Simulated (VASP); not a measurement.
# GaAs (F-43m) in VASP: single point with PBE

Aim: the single point of GaAs with PBE.

All numbers are computed with VASP 6.6.1; they aren't measurements. Logs are shortened: lines on timing, memory, paths and dates and some standing lists are left out, and cuts for length are marked.

**1. The cell of the first run**

It takes space group F-43m (No. 216, cubic). The conventional cell has a = 5.554 Å, b = 5.554 Å, c = 5.554 Å, α = 90.00°, β = 90.00°, γ = 90.00°. Within 3.2 Å of Ga (site symmetry -43m) lie 4 As at 2.40 Å. Within 3.2 Å of As (site symmetry -43m) lie 4 Ga at 2.40 Å.

**2. Single point, PBE**

File POSCAR:

```
GaAs
1.0
    0.0000000000      2.7768710000      2.7768710000
    2.7768710000      0.0000000000      2.7768710000
    2.7768710000      2.7768710000      0.0000000000
Ga As
1 1
Direct
    0.0000000000      0.0000000000      0.0000000000
    0.2500000000      0.2500000000      0.2500000000
```

File INCAR.step1:

```
SYSTEM = GaAs
ALGO = Normal
EDIFF = 1E-6
ENCUT = 400
GGA = PE
GGA_COMPAT = .FALSE.
ISIF = 2
ISMEAR = -1
LASPH = .TRUE.
LCHARG = .TRUE.
LORBIT = 11
LREAL = .FALSE.
LWAVE = .FALSE.
NBANDS = 16
NEDOS = 2001
NELM = 120
PREC = Accurate
SIGMA = 0.1
```

File KPOINTS.step1:

```
k-points
0
G
  8 8 8
  0 0 0
```

File INCAR.step2:

```
SYSTEM = GaAs
ALGO = Normal
EDIFF = 1E-6
ENCUT = 400
GGA = PE
GGA_COMPAT = .FALSE.
ICHARG = 11
ISIF = 2
ISMEAR = -5
LASPH = .TRUE.
LCHARG = .FALSE.
LORBIT = 11
LREAL = .FALSE.
LWAVE = .FALSE.
NBANDS = 16
NEDOS = 2001
NELM = 120
PREC = Accurate
SIGMA = 0.1
```

File KPOINTS.step2:

```
k-points
0
G
  12 12 12
  0 0 0
```

Potentials or basis: VASP PAW PBE potentials, release 64 (Ga_d, As).

The run is started by

```console
$ cat potpaw_PBE.64/Ga_d/POTCAR potpaw_PBE.64/As/POTCAR > POTCAR
$ cp INCAR.step1 INCAR
$ cp KPOINTS.step1 KPOINTS
$ mpirun -np 1 vasp_std > vasp.out
$ cp INCAR.step2 INCAR
$ cp KPOINTS.step2 KPOINTS
$ mpirun -np 1 vasp_std > vasp.out
```

OUTCAR:

```text
SYSTEM = GaAs
   EDIFF = 1E-6
   ENCUT = 400
   GGA = PE
   ICHARG = 11
   ISIF = 2
   ISMEAR = -5
   LASPH = .TRUE.
   LORBIT = 11
   LREAL = .FALSE.
   NELM = 120
   PREC = Accurate

 ion  position               nearest neighbor table
   1  0.000  0.000  0.000-   2 2.40   2 2.40   2 2.40   2 2.40
   2  0.250  0.250  0.250-   1 2.40   1 2.40   1 2.40   1 2.40

  LATTYP: Found a face centered cubic cell.
 ALAT       =     5.5537420000

  Lattice vectors:

 A1 = (   0.0000000000,   2.7768710000,   2.7768710000)
 A2 = (   2.7768710000,   0.0000000000,   2.7768710000)
 A3 = (   2.7768710000,   2.7768710000,   0.0000000000)

Analysis of symmetry for initial positions (statically):
=====================================================================
 Subroutine PRICEL returns:
 Original cell was already a primitive cell.

 Routine SETGRP: Setting up the symmetry group for a
 face centered cubic supercell.

 Subroutine GETGRP returns: Found 24 space group operations
 (whereof 24 operations were pure point group operations)
 out of a pool of 48 trial point group operations.

The static configuration has the point symmetry T_d .

Analysis of symmetry for dynamics (positions and initial velocities):
=====================================================================
 Subroutine PRICEL returns:
 Original cell was already a primitive cell.

 Routine SETGRP: Setting up the symmetry group for a
 face centered cubic supercell.

 Subroutine GETGRP returns: Found 24 space group operations
 (whereof 24 operations were pure point group operations)
 out of a pool of 48 trial point group operations.

The dynamic configuration has the point symmetry T_d .

 Subroutine INISYM returns: Found 24 space group operations
 (whereof 24 operations are pure point group operations),
 and found     1 'primitive' translations

----------------------------------------------------------------------------------------

                                     Primitive cell

  volume of cell :      42.8250

  direct lattice vectors                    reciprocal lattice vectors
     0.000000000  2.776871000  2.776871000    -0.180058778  0.180058778  0.180058778
     2.776871000  0.000000000  2.776871000     0.180058778 -0.180058778  0.180058778
     2.776871000  2.776871000  0.000000000     0.180058778  0.180058778 -0.180058778

  length of vectors
     3.927088629  3.927088629  3.927088629     0.311870953  0.311870953  0.311870953

  position of ions in fractional coordinates (direct lattice)
     0.000000000  0.000000000  0.000000000
     0.250000000  0.250000000  0.250000000

  ion indices of the primitive-cell ions
   primitive index   ion index
                 1           1
                 2           2

----------------------------------------------------------------------------------------

 KPOINTS: k-points

Automatic generation of k-mesh.
 Grid dimensions read from file:
 generate k-points for:   12   12   12

 Generating k-lattice:

  Cartesian coordinates                     Fractional coordinates (reciprocal lattice)
    -0.015004898  0.015004898  0.015004898     0.083333333  0.000000000  0.000000000
     0.015004898 -0.015004898  0.015004898     0.000000000  0.083333333  0.000000000
     0.015004898  0.015004898 -0.015004898     0.000000000  0.000000000  0.083333333

  Length of vectors
     0.025989246  0.025989246  0.025989246

  Shift w.r.t. Gamma in fractional coordinates (k-lattice)
     0.000000000  0.000000000  0.000000000

 TETIRR: Found    247 inequivalent tetrahedra from    10368

 Subroutine IBZKPT returns following result:
 ===========================================

 Found     72 irreducible k-points:

 Following reciprocal coordinates:
            Coordinates               Weight
  0.000000  0.000000  0.000000      1.000000
  0.083333  0.000000  0.000000      8.000000
  0.166667  0.000000  0.000000      8.000000
  0.250000  0.000000  0.000000      8.000000
  0.333333  0.000000  0.000000      8.000000
  0.416667  0.000000  0.000000      8.000000
[... 16 lines left out ...]
  0.500000  0.166667  0.000000     24.000000
 -0.416667  0.166667  0.000000     24.000000
 [... further k-points ...]
   k-points           NKPTS =     72   k-points in BZ     NKDIM =     72   number of bands    NBANDS=     16
   number of dos      NEDOS =   2001   number of ions     NIONS =      2
   total plane-waves  NPLWV =  21952
   dimension x,y,z NGX =    28 NGY =   28 NGZ =   28
   dimension x,y,z NGXF=    56 NGYF=   56 NGZF=   56
   ions per type =               1   1
   NGX,Y,Z   is equivalent  to a cutoff of  11.85, 11.85, 11.85 a.u.
   NGXF,Y,Z  is equivalent  to a cutoff of  23.71, 23.71, 23.71 a.u.
 SYSTEM =  GaAs
   PREC   = accura    normal or accurate (medium, high low for compatibility)
   ISTART =      0    job   : 0-new  1-cont  2-samecut
   ICHARG =     11    charge: 1-file 2-atom 10-const
   ISPIN  =      1    spin polarized calculation?
   LNONCOLLINEAR =      F non collinear calculations
   LSORBIT =      F    spin-orbit coupling
   LASPH  =      T    aspherical Exc in radial PAW
   ENCUT  =  400.0 eV  29.40 Ry    5.42 a.u.   6.40  6.40  6.40*2*pi/ulx,y,z
   NELM   =    120;   NELMIN=  2; NELMDL=  0     # of ELM steps
   EDIFF  = 0.1E-05   stopping-criterion for ELM
   LREAL  =      F    real-space projection
   EDIFFG = 0.1E-04   stopping-criterion for IOM
   NSW    =      0    number of steps for IOM
   IBRION =     -1    ionic relax: 0-MD 1-quasi-New 2-CG
   NFREE  =      0    steps in history (QN), initial steepest desc. (CG)
   ISIF   =      2    stress and relaxation
   ISYM   =      2    0-nonsym 1-usesym 2-fastsym
   POTIM  = 0.5000    time-step for ionic-motion
   TEBEG  =    0.0;   TEEND  =   0.0 temperature during run
   PSTRESS=    0.0 pullay stress
   NELECT =      18.0000    total number of electrons
   NUPDOWN=      -1.0000    fix difference up-down
   EMIN   =  10.00;   EMAX   =-10.00  energy-range for DOS
   EFERMI =   0.00;   METHOD = LEGACY
   ISMEAR =    -5;   SIGMA  =   0.10  broadening in eV -4-tet -1-fermi 0-gaus
   EFERMI_NEDOS =   21; number of points for ismear=-14 and -15
   IALGO  =     38    algorithm
   IMIX   =      4    mixing-type and parameters
     AMIX     =   0.40;   BMIX     =  1.00
     AMIX_MAG =   1.60;   BMIX_MAG =  1.00
  volume/ion in A,a.u.               =      21.41       144.50
  Fermi-wavevector in a.u.,A,eV,Ry     =   1.226309  2.317388 20.460905  1.503834
  Thomas-Fermi vector in A             =   2.361315
   LORBIT       =     11    0 simple, 1 ext, 2 COOP (PROOUT), +10 PAW based schemes
   GGA     = PE    functional components
   LHFCALC =     F    Hartree Fock is set to
   AEXX    =    0.0000 exact exchange contribution
   IVDW    =     0    specifies the selected vdW correction
   LEPSILON=     F    determine dielectric tensor
   LRPA    =     F    only Hartree local field effects (RPA)
 non-spin polarized calculation
 Fermi weights with tetrahedron method with Bloechl corrections
  energy-cutoff  :      400.00
  volume of cell :       42.82
 maximum number of plane-waves:       794
 NGX is ok and might be reduce to    28

 number of electron      17.9999998 magnetization

 Free energy of the ion-electron system (eV)
  ---------------------------------------------------
  ext. energy  EPLUGINS =         0.00000000
  ---------------------------------------------------
  free energy    TOTEN  =        -8.16524239 eV

  energy without entropy =       -8.16524239  energy(sigma->0) =       -8.16524239

 E-fermi :   4.4598     XC(G=0):  -9.8304

 val. band max:        4.4520203065   @ k =   0.0000   0.0000   0.0000
 cond. band min:       5.3813421953   @ k =   0.0000   0.0000   0.0000
 fundamental gap:      0.9293218888
 Fermi energy:         4.4597550609

 k-point     1 :       0.0000    0.0000    0.0000
  band No.  band energies     occupation
      1     -10.4625      2.00000
      2     -10.4625      2.00000
      3     -10.4625      2.00000
      4     -10.3681      2.00000
      5     -10.3681      2.00000
      6      -8.6744      2.00000
[... 8 lines left out ...]
     15      14.7059      0.00000
     16      14.7059      0.00000

 k-point     2 :       0.0833    0.0000    0.0000
  band No.  band energies     occupation
      1     -10.4711      2.00000
      2     -10.4607      2.00000
      3     -10.4607      2.00000
      4     -10.3685      2.00000
      5     -10.3685      2.00000
      6      -8.5855      2.00000
[... 8 lines left out ...]
     15      14.1333      0.00000
     16      14.1333      0.00000

 k-point     3 :       0.1667    0.0000    0.0000
  band No.  band energies     occupation
      1     -10.4921      2.00000
      2     -10.4556      2.00000
      3     -10.4556      2.00000
      4     -10.3686      2.00000
      5     -10.3686      2.00000
      6      -8.3269      2.00000
[... 8 lines left out ...]
     15      13.5604      0.00000
     16      13.5708      0.00000

 k-point     4 :       0.2500    0.0000    0.0000
  band No.  band energies     occupation
      1     -10.5178      2.00000
      2     -10.4493      2.00000
      3     -10.4493      2.00000
      4     -10.3681      2.00000
      5     -10.3681      2.00000
      6      -7.9232      2.00000
[... 8 lines left out ...]
     15      13.5548      0.00000
     16      13.5548      0.00000

 k-point     5 :       0.3333    0.0000    0.0000
  band No.  band energies     occupation
      1     -10.5407      2.00000
      2     -10.4438      2.00000
      3     -10.4438      2.00000
      4     -10.3665      2.00000
      5     -10.3665      2.00000
      6      -7.4259      2.00000
[... 8 lines left out ...]
     15      14.2430      0.00000
     16      14.2430      0.00000

 k-point     6 :       0.4167    0.0000    0.0000
  band No.  band energies     occupation
      1     -10.5563      2.00000
      2     -10.4406      2.00000
      3     -10.4406      2.00000
      4     -10.3647      2.00000
      5     -10.3647      2.00000
      6      -6.9520      2.00000
[... 8 lines left out ...]
     15      15.4590      0.00000
     16      15.4590      0.00000
[... 267 lines left out ...]
 k-point    21 :       0.3333    0.1667    0.0000
  band No.  band energies     occupation
      1     -10.5437      2.00000
      2     -10.4383      2.00000
      3     -10.4354      2.00000
      4     -10.3787      2.00000
      5     -10.3616      2.00000
      6      -7.4846      2.00000
[... 8 lines left out ...]
     15      15.4177      0.00000
     16      15.5389      0.00000

 k-point    22 :       0.4167    0.1667    0.0000
  band No.  band energies     occupation
      1     -10.5582      2.00000
      2     -10.4358      2.00000
      3     -10.4313      2.00000
      4     -10.3769      2.00000
      5     -10.3611      2.00000
      6      -6.9962      2.00000
[... 8 lines left out ...]
     15      15.6855      0.00000
     16      16.4675      0.00000

 k-point    23 :       0.5000    0.1667    0.0000
  band No.  band energies     occupation
      1     -10.5662      2.00000
      2     -10.4348      2.00000
      3     -10.4298      2.00000
      4     -10.3733      2.00000
      5     -10.3622      2.00000
      6      -6.5986      2.00000
[... 8 lines left out ...]
     15      16.3433      0.00000
     16      16.5966      0.00000

 k-point    24 :      -0.4167    0.1667    0.0000
  band No.  band energies     occupation
      1     -10.5662      2.00000
      2     -10.4351      2.00000
      3     -10.4308      2.00000
      4     -10.3696      2.00000
      5     -10.3653      2.00000
      6      -6.5326      2.00000
[... 8 lines left out ...]
     15      14.9996      0.00000
     16      15.7980      0.00000

 [... further k-points ...]

------------------------ aborting loop because EDIFF is reached ----------------------------------------

  FORCE on cell =-STRESS in cart. coord.  units (eV):
  Direction    XX          YY          ZZ          XY          YZ          ZX
  --------------------------------------------------------------------------------------
  -------------------------------------------------------------------------------------
  Total        2.0447376      2.0447376      2.0447376     -0.0000000     -0.0000000      0.0000000
  in kB       76.4981730     76.4981730     76.4981730     -0.0000000     -0.0000000      0.0000000
  external PRESSURE =      76.4981730 kB  Pullay stress =       0.0000000 kB

 VOLUME and BASIS-vectors are now :
 -----------------------------------------------------------------------------
  energy-cutoff  :      400.00
  volume of cell :       42.82
      direct lattice vectors                 reciprocal lattice vectors
     0.000000000  2.776871000  2.776871000    -0.180058778  0.180058778  0.180058778
     2.776871000  0.000000000  2.776871000     0.180058778 -0.180058778  0.180058778
     2.776871000  2.776871000  0.000000000     0.180058778  0.180058778 -0.180058778

 POSITION                                       TOTAL-FORCE (eV/Angst)
 -----------------------------------------------------------------------------------
      0.00000      0.00000      0.00000        -0.000000     -0.000000     -0.000000
      1.38844      1.38844      1.38844         0.000000      0.000000      0.000000
 -----------------------------------------------------------------------------------
    total drift:                                0.000001      0.000001      0.000001

  FREE ENERGIE OF THE ION-ELECTRON SYSTEM (eV)
  ---------------------------------------------------
  free  energy   TOTEN  =        -8.1652423856 eV

  energy  without entropy=       -8.1652423856  energy(sigma->0) =       -8.16524239

 total charge

# of ion       s       p       d       tot
------------------------------------------
    1        0.885   0.859  10.005  11.748
    2        1.206   1.640   0.036   2.881
--------------------------------------------------
tot          2.090   2.499  10.040  14.629
```

Run time: 34 s. Hardware: 1 thread of Intel Xeon Platinum 8259CL at 2.50GHz (Skylake/Cascade Lake), shared host; peak memory 0.17 GiB.

Results:

* Valence electrons inside the program's atomic spheres: Ga 11.75; As 2.88

Levels at points of the mesh, in eV from the valence-band top:
```csv
k point,band 5,band 6,band 7,band 8,band 9,band 10,band 11,band 12,band 13,band 14
"(0.00, 0.00, 0.00)",-14.82,-13.13,0.00,0.00,0.00,0.93,3.73,3.73,3.73,7.75
"(0.50, 0.00, 0.00)",-14.82,-11.19,-6.95,-1.23,-1.23,1.15,4.64,4.64,7.79,10.81
"(0.50, 0.50, 0.00)",-14.81,-10.38,-7.08,-2.87,-2.87,1.35,1.61,10.59,10.59,11.48
```
